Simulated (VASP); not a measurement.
Crystal: Si4S.

```xyz
5
Lattice="4.0055 0.0000 0.0000 -2.0028 3.4689 0.0000 0.0000 0.0000 5.8797" Properties=species:S:1:pos:R:3 pbc="T T T"
Si    0.0000    2.3126    4.2550
Si    2.0028    1.1563    4.2550
Si    2.0028    1.1563    1.6247
Si    0.0000    2.3126    1.6247
S     0.0000    0.0000    0.0000
```

| Item | Value |
| --- | --- |
| Program | VASP 6.6.1 |
| Task | relaxation of cell and atoms |
| Functional | PBE |
| Potentials or basis | VASP PAW PBE potentials, release 64 (Si, S) |
| Cutoff | 600 eV |
| k mesh | 6 × 6 × 4 |
| Occupations | gaussian, width 0.1 eV |
| Spin | no spin polarisation |

At the start: pressure 8.7 GPa; volume 16.34 Å³/atom.

Question: How do energy, volume and symmetry change on relaxing?

Answer: Over 4 steps the energy falls by 38.7 meV/atom and the volume is 17.78 Å³/atom (+8.8 %); space group P6/mmm (No. 191, to 0.05 Å).

Step by step:
```tsv
step	energy change (eV)	largest force (eV/Å)	pressure (GPa)	volume (Å³)
1	0.0000	0.1131	8.72	81.70
2	-0.1572	0.0561	-2.95	92.66
3	-0.1935	0.0072	-0.07	89.07
4	-0.1934	0.0046	0.07	88.92
```

Final structure:
```
CELL_PARAMETERS angstrom
4.13551 0.00000 0.00000
-2.06776 3.58146 0.00000
0.00000 0.00000 6.00362
ATOMIC_POSITIONS crystal
Si 0.33333 0.66667 0.72430
Si 0.66667 0.33333 0.72430
Si 0.66667 0.33333 0.27570
Si 0.33333 0.66667 0.27570
S 0.00000 0.00000 0.00000
```
